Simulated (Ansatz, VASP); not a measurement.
**HfB: VASP beside Ansatz**

```
CELL_PARAMETERS angstrom
0.00000 2.31000 2.31000
2.31000 0.00000 2.31000
2.31000 2.31000 0.00000
ATOMIC_POSITIONS crystal
Hf 0.50000 0.50000 0.50000
B 0.00000 0.00000 0.00000
```

Alike in both runs: task relaxation of cell and atoms; functional RPBE; dispersion D3(BJ); k mesh 10 × 10 × 10; occupations fermi-dirac, width 0.05 eV; no spin polarisation.

|  | VASP | Ansatz |
| --- | --- | --- |
| version | VASP 6.6.1 | Ansatz 0.2.0 |
| potentials or method | VASP PAW PBE potentials, release 64 (Hf_pv, B) | Ansatz PAW |
| plane-wave cutoff (eV) | 600 | 420 |
| valence electrons in the cell | 13 | 29 |

Ansatz gave:

* gap on the k mesh at the Fermi level, each at its own relaxed structure (eV): none
* relaxed volume (Å³/atom): 12.25
* relaxed cell length with the largest relative difference (Å): 3.260

Question: Estimate VASP's values.

Answer: gap on the k mesh at the Fermi level, each at its own relaxed structure (eV): none; relaxed volume (Å³/atom): 12.30; relaxed cell length with the largest relative difference (Å): 3.264.

VASP's potentials were made for PBE, not for RPBE. A gap of «none» marks a metal or a gap that the smearing closes. VASP's potentials hold 13 valence electrons a cell and Ansatz's 29, so a difference there can come from the potentials and not from the codes.

Spin-orbit coupling is off throughout. Noted on Ansatz's run: the plane-wave basis is chosen anew once the cell has moved, so the energies of steps on either side of that aren't comparable.
